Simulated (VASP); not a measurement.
# Hg in VASP: a series of runs

The runs below take Hg through single point, with PBE.

Program: VASP 6.6.1. These are calculated values, not measurements. Logs are shortened: lines on timing, memory, paths and dates and some standing lists are left out, and cuts for length are marked.

## Step 1: The cell of the first run

The cell holds a disordered packing, 16 atoms: a = 7.897 Å, b = 7.214 Å, c = 7.328 Å, α = 101.97°, β = 97.01°, γ = 84.50°.

## Step 2: Single point, PBE

Contents of INCAR:

```
SYSTEM = Hg
PREC = Accurate
ENCUT = 520
EDIFF = 1E-6
ISMEAR = 1
SIGMA = 0.15
LREAL = Auto
LASPH = .TRUE.
NELM = 100
ALGO = Normal
ISIF = 2
LWAVE = .FALSE.
LCHARG = .FALSE.
GGA = PE
NBANDS = 110
```

Contents of KPOINTS:

```
regular mesh
0
G
  2 2 2
  0 0 0
```

Contents of POSCAR:

```
Hg
1.0
    7.8337200000      0.8371220000     -0.5355980000
   -0.0939530000      7.2068280000     -0.3117470000
   -0.2785470000     -1.2131100000      7.2220240000
Hg
16
Direct
    0.0105160548      0.8033010419      0.9126333654
    0.4110561920      0.0190234905      0.3113363221
    0.0945488911      0.8520843915      0.3545924175
    0.7215180372      0.5582116686      0.7773360253
    0.1059527669      0.2405425086      0.5795920223
    0.9076167879      0.5580083062      0.4483021867
    0.7506362309      0.1857619698      0.4109402019
    0.5347248951      0.6542174585      0.4250320844
    0.0494831583      0.1835442902      0.1677371139
    0.2180098504      0.5065666119      0.1056650132
    0.5565809128      0.9477948885      0.8609960084
    0.4319810096      0.3252817682      0.8011792512
    0.8438597853      0.1522635315      0.7971030437
    0.6895266528      0.3929935217      0.1086452562
    0.7396324316      0.7990791536      0.1784097062
    0.2497494278      0.6342836234      0.6386219861
```

Potentials or basis: VASP PAW PBE potentials, release 64 (Hg).

Command:

```
cat potpaw_PBE.64/Hg/POTCAR > POTCAR
mpirun -np 1 vasp_std > vasp.out
```

OUTCAR:

```text
SYSTEM = Hg
   PREC = Accurate
   ENCUT = 520
   EDIFF = 1E-6
   ISMEAR = 1
   LREAL = Auto
   LASPH = .TRUE.
   NELM = 100
   ISIF = 2
   GGA = PE

 ion  position               nearest neighbor table
   1  0.011  0.803  0.913-  16 2.93  13 2.96   4 2.97   9 3.00  10 3.05  15 3.07   3 3.18   6 3.53
                            11 3.63
   2  0.411  0.019  0.311-   3 2.95   8 2.97   7 2.99  15 3.06   9 3.13   5 3.37  11 3.55  12 3.80

   3  0.095  0.852  0.355-  10 2.93   6 2.93  16 2.94   5 2.95   2 2.95  15 2.96   9 2.97   1 3.18
                             7 3.46   8 3.65
   4  0.722  0.558  0.777-  11 2.96  14 2.96   1 2.97   6 2.97   8 2.99  12 3.01  13 3.02  15 3.08
                             7 3.39  16 3.76   5 3.86
   5  0.106  0.241  0.580-   6 2.91  12 2.92   9 2.94   3 2.95  13 2.95   7 2.95  16 3.09   2 3.37
                             4 3.86
   6  0.908  0.558  0.448-   5 2.91  16 2.93   3 2.93  14 2.95   8 2.95   4 2.97  15 3.01   7 3.01
                             9 3.23   1 3.53  10 3.66
   7  0.751  0.186  0.411-  13 2.89  14 2.89   5 2.95  15 2.95   2 2.99   6 3.01   9 3.12   4 3.39
                             3 3.46   8 3.62
   8  0.535  0.654  0.425-  16 2.92   6 2.95   2 2.97  15 2.97  14 2.98   4 2.99  10 3.30  11 3.44
                             7 3.62   3 3.65
   9  0.049  0.184  0.168-  10 2.93   5 2.94   3 2.97  13 2.97   1 3.00  14 3.11   7 3.12   2 3.13
[... 9 lines left out ...]
  14  0.690  0.393  0.109-  12 2.84  13 2.89   7 2.89  15 2.92   6 2.95   4 2.96   8 2.98   9 3.11
                            11 3.53  10 3.73
  15  0.740  0.799  0.178-  14 2.92  11 2.93   7 2.95   3 2.96   8 2.97   6 3.01   2 3.06   1 3.07
                             4 3.08
  16  0.250  0.634  0.639-  12 2.92   8 2.92   1 2.93   6 2.93   3 2.94   5 3.09  11 3.49   4 3.76
                            10 3.77  10 3.81

  LATTYP: Found a triclinic cell.
 ALAT       =    10.0960536196
 B/A-ratio  =     1.2722354486
 C/A-ratio  =     0.9067970674
 COS(alpha) =     0.0005166449
 COS(beta)  =     0.4450626974
 COS(gamma) =     0.8284610682

  Lattice vectors:

 A1 = (  -7.5551730000,   0.3759880000,  -6.6864260000)
 A2 = (  -7.6491260000,   7.5828160000,  -6.9981730000)
 A3 = (   0.3725000000,  -5.9937180000,  -6.9102770000)

Analysis of symmetry for initial positions (statically):
=====================================================================
 Subroutine PRICEL returns:
 Original cell was already a primitive cell.

 Routine SETGRP: Setting up the symmetry group for a
 triclinic supercell.

 Subroutine GETGRP returns: Found  1 space group operations
 (whereof  1 operations were pure point group operations)
 out of a pool of  2 trial point group operations.

The static configuration has the point symmetry C_1 .

Analysis of symmetry for dynamics (positions and initial velocities):
[... 135 lines left out ...]
   EMIN   =  10.00;   EMAX   =-10.00  energy-range for DOS
   EFERMI =   0.00;   METHOD = LEGACY
   ISMEAR =     1;   SIGMA  =   0.15  broadening in eV -4-tet -1-fermi 0-gaus
   EFERMI_NEDOS =   21; number of points for ismear=-14 and -15
   IALGO  =     38    algorithm
   IMIX   =      4    mixing-type and parameters
     AMIX     =   0.40;   BMIX     =  1.00
     AMIX_MAG =   1.60;   BMIX_MAG =  1.00
  volume/ion in A,a.u.               =      25.27       170.51
  Fermi-wavevector in a.u.,A,eV,Ry     =   1.277275  2.413701 22.196989  1.631433
  Thomas-Fermi vector in A             =   2.409884
   LORBIT       =      0    0 simple, 1 ext, 2 COOP (PROOUT), +10 PAW based schemes
   GGA     = PE    functional components
   LHFCALC =     F    Hartree Fock is set to
   AEXX    =    0.0000 exact exchange contribution
   IVDW    =     0    specifies the selected vdW correction
   LEPSILON=     F    determine dielectric tensor
   LRPA    =     F    only Hartree local field effects (RPA)
 non-spin polarized calculation
 Methfessel and Paxton  Order N= 1 SIGMA  =   0.15
  energy-cutoff  :      520.00
  volume of cell :      404.27
 maximum number of plane-waves:     10928
 NGX is ok and might be reduce to    60
   NGX = 29   NGY = 27   NGZ = 27

 number of electron     192.0000001 magnetization

 Free energy of the ion-electron system (eV)
  ---------------------------------------------------
  ext. energy  EPLUGINS =         0.00000000
  ---------------------------------------------------
  free energy    TOTEN  =         0.48114582 eV

  energy without entropy =        0.47606813  energy(sigma->0) =        0.47945325

 E-fermi :   2.5123     XC(G=0): -10.3346

 val. band max:        2.4048351880   @ k =   0.0000   0.0000   0.0000
 cond. band min:       2.5243479359   @ k =   0.0000   0.5000  -0.0000
 fundamental gap:      0.1195127480
 Fermi energy:         2.5122770390

 k-point     1 :       0.0000    0.0000    0.0000
  band No.  band energies     occupation
      1      -7.0391      2.00000
      2      -6.1772      2.00000
      3      -6.1181      2.00000
      4      -5.9787      2.00000
      5      -5.9387      2.00000
      6      -5.8939      2.00000
[... 877 lines left out ...]
    107       5.3937     -0.00000
    108       5.5956      0.00000
 [bands above 108 left out]

------------------------ aborting loop because EDIFF is reached ----------------------------------------

  FORCE on cell =-STRESS in cart. coord.  units (eV):
  Direction    XX          YY          ZZ          XY          YZ          ZX
  --------------------------------------------------------------------------------------
  -------------------------------------------------------------------------------------
  Total       23.3498938     16.6143233     18.7379500     -2.0343631     -2.3195034      1.5593357
  in kB       92.5387205     65.8447629     74.2609769     -8.0624502     -9.1924992      6.1798538
  external PRESSURE =      77.5481535 kB  Pullay stress =       0.0000000 kB

 VOLUME and BASIS-vectors are now :
 -----------------------------------------------------------------------------
  energy-cutoff  :      520.00
  volume of cell :      404.27
      direct lattice vectors                 reciprocal lattice vectors
     7.833720000  0.837122000 -0.535598000     0.127809740  0.001893205  0.005247516
    -0.093953000  7.206828000 -0.311747000    -0.013347441  0.139575188  0.022930160
    -0.278547000 -1.213110000  7.222024000     0.008902437  0.006165328  0.139844311

 POSITION                                       TOTAL-FORCE (eV/Angst)
 -----------------------------------------------------------------------------------
     -0.24730      4.69093      6.33500         0.354565     -0.049901     -0.113559
      3.13159      0.10352      2.02239         0.092865      0.476803     -0.180032
      0.56184      5.78982      2.24460         0.196771     -0.226867      0.223904
      5.38320      3.68394      5.05348        -0.094680     -0.013682     -0.190284
      0.64596      1.11914      4.05409         0.722120     -0.072786      0.778733
      6.93272      4.23742      2.57757         0.264181      0.433317      0.221687
[... 8 lines left out ...]
      5.66930      6.16156      0.64322        -0.073998      0.373389     -0.140205
      1.71899      4.00553      4.28064         0.422903      0.318723      0.192585
 -----------------------------------------------------------------------------------
    total drift:                                0.000630      0.000782      0.003842

  FREE ENERGIE OF THE ION-ELECTRON SYSTEM (eV)
  ---------------------------------------------------
  free  energy   TOTEN  =         0.4811458164 eV

  energy  without entropy=        0.4760681265  energy(sigma->0) =        0.47945325
```

Wall time 8.1 min (1 thread of Intel Xeon Platinum 8488C (Sapphire Rapids), shared host); peak memory 0.55 GiB.

Results:

* Free energy: 0.4811 eV
* Pressure: 7.8 GPa
* Largest force: 1.065 eV/Å
* Band gap on the k mesh: zero (bands 96 and 97 overlap by 0.26 eV)

Forces in eV/Å, atoms in the order of the input:
```
Hg   0.355 -0.050 -0.114
Hg   0.093  0.477 -0.180
Hg   0.197 -0.227  0.224
Hg  -0.095 -0.014 -0.190
Hg   0.722 -0.073  0.779
Hg   0.264  0.433  0.222
Hg  -0.911 -0.409  0.191
Hg  -0.819 -0.134  0.180
Hg   0.620  0.320 -0.645
Hg   0.434 -0.168 -0.013
Hg  -0.565  0.004 -0.057
Hg  -0.497 -0.222 -0.355
Hg   0.327 -0.390 -0.365
Hg  -0.473 -0.239  0.271
Hg  -0.074  0.373 -0.140
Hg   0.423  0.319  0.193
```

Stress tensor (GPa, compression positive):
```
 9.25 -0.81  0.62
-0.81  6.58 -0.92
 0.62 -0.92  7.43
```

Levels at points of the mesh, in eV from the Fermi level:
```
           k point  band 93  band 94  band 95  band 96  band 97  band 98  band 99  band 100
(0.00, 0.00, 0.00)    -1.88    -1.64    -1.44    -1.09    -0.11     0.24     0.52      0.85
(0.50, 0.00, 0.00)    -1.88    -1.45    -0.87    -0.66     0.14     0.97     1.18      1.37
(0.00, 0.50, 0.00)    -1.25    -1.06    -0.43    -0.19     0.01     0.50     0.79      1.19
(0.50, 0.50, 0.00)    -1.12    -0.89    -0.60    -0.17     0.09     0.46     0.72      1.19
(0.00, 0.00, 0.50)    -1.07    -0.74    -0.70    -0.24     0.11     0.41     0.48      0.83
(0.50, 0.00, 0.50)    -1.53    -0.70    -0.46    -0.15     0.12     0.39     0.66      1.13
(0.00, 0.50, 0.50)    -0.94    -0.72    -0.36     0.15     0.57     1.04     1.49      1.85
(0.50, 0.50, 0.50)    -0.66    -0.40    -0.30     0.01     0.33     0.42     0.79      1.02
```

Caveat: the k points lie up to 0.45 Å⁻¹ apart; spin-orbit coupling is left out, which moves the levels of the heavy elements.

## Step 3: Single point, PBE

Contents of INCAR:

```
SYSTEM = Hg
  PREC = Accurate
  ENCUT = 520
  EDIFF = 1E-6
  ISMEAR = 1
  SIGMA = 0.15
  LREAL = Auto
  LASPH = .TRUE.
  NELM = 100
  ALGO = Normal
  ISIF = 2
  LWAVE = .FALSE.
  LCHARG = .FALSE.
  GGA = PE
  NBANDS = 110
```

KPOINTS is that of step 2.

Contents of POSCAR:

```
Hg
1.0
    7.8337200000      0.8371220000     -0.5355980000
   -0.0939530000      7.2068280000     -0.3117470000
   -0.2785470000     -1.2131100000      7.2220240000
Hg
16
Direct
    0.0105969609      0.8022768607      0.9125580468
    0.4093298444      0.0188972101      0.3099331150
    0.0954280518      0.8487827088      0.3537139363
    0.7205912676      0.5605811221      0.7764576419
    0.1050995083      0.2392097326      0.5794557042
    0.9098436179      0.5557126962      0.4480079529
    0.7513630331      0.1878655463      0.4106958186
    0.5341505436      0.6549392967      0.4247982731
    0.0534078277      0.1848809915      0.1690624706
    0.2172774037      0.5062380285      0.1060638305
    0.5569944552      0.9498705378      0.8626315015
    0.4322887901      0.3245697016      0.8037675646
    0.8419086912      0.1523989685      0.7968802835
    0.6892394922      0.3921595862      0.1055248318
    0.7379742509      0.7993258716      0.1774550978
    0.2498992215      0.6352492619      0.6411160604
```

Potentials or basis: VASP PAW PBE potentials, release 64 (Hg).

Command:

```
cat potpaw_PBE.64/Hg/POTCAR > POTCAR
mpirun -np 1 vasp_std > vasp.out
```

Run time: 8 min. Hardware: 1 thread of Intel Xeon Platinum 8488C (Sapphire Rapids), shared host; peak memory 0.56 GiB.

It converged, with:

| Property | Result |
| --- | --- |
| Free energy | 0.4958 eV |
| Pressure | 7.8 GPa |
| Largest force | 1.170 eV/Å |
| Band gap on the k mesh | zero (bands 96 and 97 overlap by 0.26 eV) |

Forces on the atoms (eV/Å):
```
Hg   0.327  0.020 -0.071
Hg   0.171  0.493 -0.173
Hg   0.122 -0.140  0.235
Hg  -0.099 -0.042 -0.218
Hg   0.805 -0.116  0.842
Hg   0.140  0.497  0.146
Hg  -0.965 -0.465  0.140
Hg  -0.760 -0.149  0.159
Hg   0.531  0.229 -0.719
Hg   0.477 -0.157 -0.055
Hg  -0.600 -0.054 -0.063
Hg  -0.645 -0.175 -0.470
Hg   0.427 -0.405 -0.382
Hg  -0.383 -0.172  0.482
Hg  -0.022  0.356 -0.044
Hg   0.474  0.281  0.191
```

Stress tensor (GPa, compression positive):
```
 9.26 -0.79  0.56
-0.79  6.65 -0.92
 0.56 -0.92  7.45
```

Levels at points of the mesh, in eV from the Fermi level:
```tsv
k point	band 92	band 93	band 94	band 95	band 96	band 97	band 98	band 99	band 100	band 101
(0.00, 0.00, 0.00)	-1.96	-1.86	-1.63	-1.44	-1.07	-0.11	0.23	0.51	0.86	1.02
(0.50, 0.00, 0.00)	-2.21	-1.89	-1.45	-0.90	-0.66	0.16	0.97	1.19	1.39	1.45
(0.00, 0.50, 0.00)	-2.04	-1.25	-1.06	-0.42	-0.18	0.00	0.52	0.80	1.19	1.49
(0.50, 0.50, 0.00)	-1.77	-1.12	-0.87	-0.59	-0.17	0.09	0.45	0.71	1.19	1.30
(0.00, 0.00, 0.50)	-2.22	-1.07	-0.75	-0.67	-0.25	0.12	0.43	0.47	0.86	1.29
(0.50, 0.00, 0.50)	-2.22	-1.54	-0.68	-0.45	-0.16	0.14	0.38	0.66	1.15	1.22
(0.00, 0.50, 0.50)	-2.21	-0.93	-0.72	-0.36	0.15	0.56	1.05	1.49	1.86	2.06
(0.50, 0.50, 0.50)	-0.79	-0.65	-0.40	-0.29	0.02	0.34	0.43	0.80	1.02	1.28
```

Caveat: the k points lie up to 0.45 Å⁻¹ apart; spin-orbit coupling is left out, which moves the levels of the heavy elements.

## Step 4: Single point, PBE

Contents of INCAR:

```
ALGO     = Normal         # electronic algorithm
EDIFF    = 1E-6           # SCF threshold, eV
ENCUT    = 520            # plane-wave cutoff, eV
GGA      = PE             # functional
ISIF     = 2              # what is computed and relaxed
ISMEAR   = 1              # smearing method
LASPH    = T              # aspherical terms in the spheres
LCHARG   = F              # write CHGCAR
LREAL    = Auto         
LWAVE    = F              # write WAVECAR
NBANDS   = 110            # bands
NELM     = 100            # most SCF steps
PREC     = Accurate       # precision mode
SIGMA    = 0.15           # smearing width, eV
```

Contents of KPOINTS:

```
k-points
0
Gamma
  2 2 2
```

Contents of POSCAR:

```
Hg
1.0
    7.8337200000      0.8371220000     -0.5355980000
   -0.0939530000      7.2068280000     -0.3117470000
   -0.2785470000     -1.2131100000      7.2220240000
Hg
16
Direct
    0.0107432363      0.8013900104      0.9124797962
    0.4078894424      0.0189016152      0.3086941128
    0.0962100323      0.8459217816      0.3530160629
    0.7197725771      0.5625940150      0.7756516385
    0.1045552871      0.2380549698      0.5795605948
    0.9117883841      0.5538699829      0.4477993067
    0.7517647478      0.1895807982      0.4105011200
    0.5334825543      0.6555478937      0.4246258775
    0.0568900318      0.1860446241      0.1700328108
    0.2167598538      0.5059027850      0.1063982645
    0.5572129891      0.9516499606      0.8640056005
    0.4324003287      0.3239132708      0.8058585435
    0.8403284501      0.1523869366      0.7965929506
    0.6889064282      0.3914334223      0.1029618706
    0.7365489688      0.7996240092      0.1766319996
    0.2501397707      0.6361420096      0.6433114490
```

Command:

```
cat potpaw_PBE.64/Hg/POTCAR > POTCAR
mpirun -np 1 vasp_std > vasp.out
```

It took 8.3 min on 1 thread of Intel Xeon Platinum 8488C (Sapphire Rapids), shared host; peak memory 0.55 GiB.

The run converged. Its results:

| Quantity | Value |
| --- | --- |
| Free energy | 0.5145 eV |
| Pressure | 7.8 GPa |
| Largest force | 1.239 eV/Å |
| Band gap on the k mesh | zero (bands 96 and 97 overlap by 0.26 eV) |

Forces on the atoms (eV/Å):
```
Hg   0.302  0.077 -0.035
Hg   0.233  0.498 -0.163
Hg   0.058 -0.056  0.245
Hg  -0.104 -0.069 -0.237
Hg   0.859 -0.153  0.880
Hg   0.041  0.541  0.088
Hg  -0.994 -0.503  0.101
Hg  -0.707 -0.160  0.140
Hg   0.446  0.146 -0.765
Hg   0.513 -0.141 -0.092
Hg  -0.627 -0.109 -0.065
Hg  -0.768 -0.130 -0.570
Hg   0.510 -0.417 -0.404
Hg  -0.299 -0.111  0.659
Hg   0.023  0.335  0.032
Hg   0.516  0.251  0.187
```

Stress tensor (GPa, compression positive):
```
 9.28 -0.78  0.52
-0.78  6.72 -0.92
 0.52 -0.92  7.48
```

Levels at points of the mesh, in eV from the Fermi level:
```tsv
k point	band 92	band 93	band 94	band 95	band 96	band 97	band 98	band 99	band 100	band 101
(0.00, 0.00, 0.00)	-1.97	-1.84	-1.61	-1.45	-1.05	-0.11	0.23	0.50	0.86	1.03
(0.50, 0.00, 0.00)	-2.21	-1.89	-1.44	-0.92	-0.67	0.18	0.98	1.20	1.40	1.46
(0.00, 0.50, 0.00)	-2.03	-1.26	-1.06	-0.41	-0.17	-0.01	0.53	0.80	1.19	1.49
(0.50, 0.50, 0.00)	-1.78	-1.11	-0.85	-0.58	-0.16	0.10	0.45	0.71	1.18	1.31
(0.00, 0.00, 0.50)	-2.22	-1.08	-0.76	-0.65	-0.26	0.12	0.45	0.47	0.88	1.30
(0.50, 0.00, 0.50)	-2.22	-1.55	-0.67	-0.44	-0.16	0.15	0.38	0.66	1.15	1.23
(0.00, 0.50, 0.50)	-2.21	-0.92	-0.72	-0.35	0.15	0.55	1.06	1.49	1.87	2.06
(0.50, 0.50, 0.50)	-0.77	-0.64	-0.40	-0.27	0.02	0.35	0.44	0.81	1.02	1.27
```

Caveat: the k points lie up to 0.45 Å⁻¹ apart; spin-orbit coupling is left out, which moves the levels of the heavy elements.

## Step 5: The runs side by side

```tsv
cell	gap on the mesh (eV)	pressure (GPa)	largest force (eV/Å)
as given, atomic positions A	none	7.8	1.06
as given, atomic positions B	none	7.8	1.17
as given, atomic positions C	none	7.8	1.24
```

Alike in all rows: task single point; level PBE; potentials or basis VASP PAW PBE potentials, release 64 (Hg); no spin polarisation; k mesh 2 × 2 × 2; cutoff (eV) 520; smearing methfessel-paxton 0.15 eV.

Caveats: all runs use coarse meshes; spin-orbit coupling is left out, which moves the levels of the heavy elements.

Total energies depend on the potentials used, so only differences within one code and one set of settings carry meaning.
